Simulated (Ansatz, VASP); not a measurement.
Pd in VASP and in Ansatz

File INCAR:

```
SYSTEM = Pd
ALGO = Fast ; EDIFF = 1E-6
EDIFFG = -0.005 ; ENCUT = 600
GGA = PS ; IBRION = 2
ISIF = 3 ; ISMEAR = 1
LASPH = .TRUE. ; LCHARG = .FALSE.
LREAL = .FALSE. ; LWAVE = .FALSE.
NELM = 60 ; NSW = 80
PREC = Accurate ; SIGMA = 0.1
```

File KPOINTS:

```
k-points
0
G
  20 20 20
  0 0 0
```

The input POSCAR:

```
Pd
1.0
    0.0000000000      1.9500000000      1.9500000000
    1.9500000000      0.0000000000      1.9500000000
    1.9500000000      1.9500000000      0.0000000000
Pd
1
Direct
    0.0000000000      0.0000000000      0.0000000000
```

Input for Ansatz:

```yaml
crystal:
  lattice:
    - [0.0, 1.95, 1.95]
    - [1.95, 0.0, 1.95]
    - [1.95, 1.95, 0.0]
  atoms:
    - { symbol: Pd, position: [0.0, 0.0, 0.0] }
scf:
  occupations: { method: methfessel_paxton, width: 0.1 }
output:
  forces: true
  stress: true
  eigenvalues: true
hamiltonian:
  xc: pbesol
kpoints:
  mp_grid: { grid: [20, 20, 20] }
relax:
  f_tol: 0.005
  adjacent_minimum: "off"
  cell: { stress_tol: 0.02 }
```

Alike in both runs: task relaxation of cell and atoms; functional PBEsol; k mesh 20 × 20 × 20; occupations methfessel-paxton of order 1, width 0.1 eV; no spin polarisation.

|  | VASP | Ansatz |
| --- | --- | --- |
| version | VASP 6.6.1 | Ansatz 0.2.0 |
| potentials or method | VASP PAW PBE potentials, release 64 (Pd) | scalar-relativistic, plane waves, PAW |
| plane-wave cutoff (eV) | 600 | 420 |
| valence electrons in the cell | 10 | 18 |

|  | VASP | Ansatz | Ansatz less VASP |
| --- | --- | --- | --- |
| gap on the k mesh at the Fermi level, each at its own relaxed structure (eV) | none | none | - |
| relaxed volume (Å³/atom) | 14.51 | 14.53 | +0.023 |
| relaxed cell length with the largest relative difference (Å) | 2.738 | 2.739 | +0.0014 |

VASP's potentials were made for PBE, not for PBEsol. A gap of «none» marks a metal or a gap that the smearing closes. VASP's potentials hold 10 valence electrons a cell and Ansatz's 18, so a difference there can come from the potentials and not from the codes.
